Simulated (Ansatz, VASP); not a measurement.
## Two plane-wave programs on CoSiGe3

```
Co Si Ge
1.0
     4.75021    0.00000    0.00000
     0.00000    4.75021    0.00000
     0.00000    0.00000    4.75021
Co Si Ge
1 1 3
Direct
  0.00000 0.00000 0.00000
  0.50000 0.50000 0.50000
  0.00000 0.50000 0.50000
  0.50000 0.50000 0.00000
  0.50000 0.00000 0.50000
```

Change from the starting cell: species swapped into the EuBRh3 type (Pm-3m, No. 221).

Alike in both runs: functional PBE; k mesh 4 × 4 × 4; occupations gaussian, width 0.1 eV; collinear spin.

Ansatz relaxed the structure, and its values are those at the end. VASP's run is a single point on that final structure, the one shown.

|  | VASP | Ansatz |
| --- | --- | --- |
| version | VASP 6.6.1 | Ansatz 0.2.0 |
| potentials or method | VASP PAW PBE potentials, release 64 (Co, Si, Ge_d), cutoff 520 eV | scalar-relativistic, plane waves, PAW |
| valence electrons in the cell | 55 | 63 |

VASP gave:

* gap on the k mesh at the Fermi level (eV): none
* pressure (GPa): 0.0
* net moment per atom (μB): 0.34
* size of the moment on the site where the two differ most (μB): 1.91

Estimate Ansatz's values.

gap on the k mesh at the Fermi level (eV): none; pressure (GPa): 0.3; net moment per atom (μB): 0.37; size of the moment on the site where the two differ most (μB): 2.06.

Site moments also hang on the region over which each program counts them. A gap of «none» marks a metal or a gap that the smearing closes. With one functional, cell and mesh, what is left measures potentials, basis and numerics. VASP's potentials hold 55 valence electrons a cell and Ansatz's 63, so a difference there can come from the potentials and not from the codes.
